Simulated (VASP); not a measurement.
AlP:

```xyz
2
Lattice="0.0000 2.7365 2.7365 2.7365 0.0000 2.7365 2.7365 2.7365 0.0000" Properties=species:S:1:pos:R:3 pbc="T T T"
Al    0.0000    0.0000    0.0000
P     1.3682    1.3682    1.3682
```

- Program: VASP 6.6.1
- Task: relaxation of cell and atoms
- Functional: LDA
- Potentials or basis: VASP PAW LDA potentials, release 64 (Al, P)
- Cutoff: 500 eV
- k mesh: 8 × 8 × 8
- Occupations: gaussian, width 0.02 eV
- Spin: no spin polarisation

At the start: pressure -1.8 GPa; volume 20.49 Å³/atom.

Q: How do energy, volume and symmetry change on relaxing?

A: Over 3 steps the energy falls by 2.4 meV/atom and the volume is 20.07 Å³/atom (-2.1 %); space group F-43m (No. 216, to 0.1 Å) before and after.

Step by step:
```csv
step,energy change (eV),largest force (eV/Å),pressure (GPa),volume (Å³)
1,0.0000,0.0000,-1.81,40.98
2,-0.0030,0.0000,1.18,39.63
3,-0.0049,0.0000,0.00,40.14
```

Final structure:
```
CELL_PARAMETERS angstrom
0.00000 2.71750 2.71750
2.71750 0.00000 2.71750
2.71750 2.71750 0.00000
ATOMIC_POSITIONS crystal
Al 0.00000 0.00000 0.00000
P 0.25000 0.25000 0.25000
```
